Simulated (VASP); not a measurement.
Input of a VASP 6.6.1 run:

Contents of INCAR:

```
SYSTEM = BaAu2
PREC = Accurate
ENCUT = 600
EDIFF = 1E-7
ISMEAR = -1
SIGMA = 0.15
LREAL = .FALSE.
LASPH = .TRUE.
NELM = 100
ALGO = Fast
ISIF = 4
LWAVE = .FALSE.
LCHARG = .FALSE.
GGA = CA
IBRION = 2
NSW = 80
EDIFFG = -0.001
```

Contents of KPOINTS:

```
Automatic mesh
0
G
  12 12 10
  0 0 0
```

POSCAR

```
BaAu2
1.0
    4.7601790061      0.0000000000      0.0000000000
   -2.3800895031      4.1224359458      0.0000000000
    0.0000000000      0.0000000000      4.0746806368
Ba Au
1 2
Direct
    0.0000000000      0.0000000000      0.0000000000
    0.3333333333      0.6666666667      0.5000000000
    0.6666666667      0.3333333333      0.5000000000
```

Potentials or basis: VASP PAW LDA potentials, release 64 (Ba_sv, Au).

Launch:

```console
$ cat potpaw_LDA.64/Ba_sv/POTCAR potpaw_LDA.64/Au/POTCAR > POTCAR
$ mpirun -np 1 vasp_std > vasp.out
```

(1) Estimate the band gap on the k mesh.

Answers

(1) zero (bands 16 and 17 overlap by 2.23 eV).

Caveat: spin-orbit coupling is left out, which moves the levels of the heavy elements.
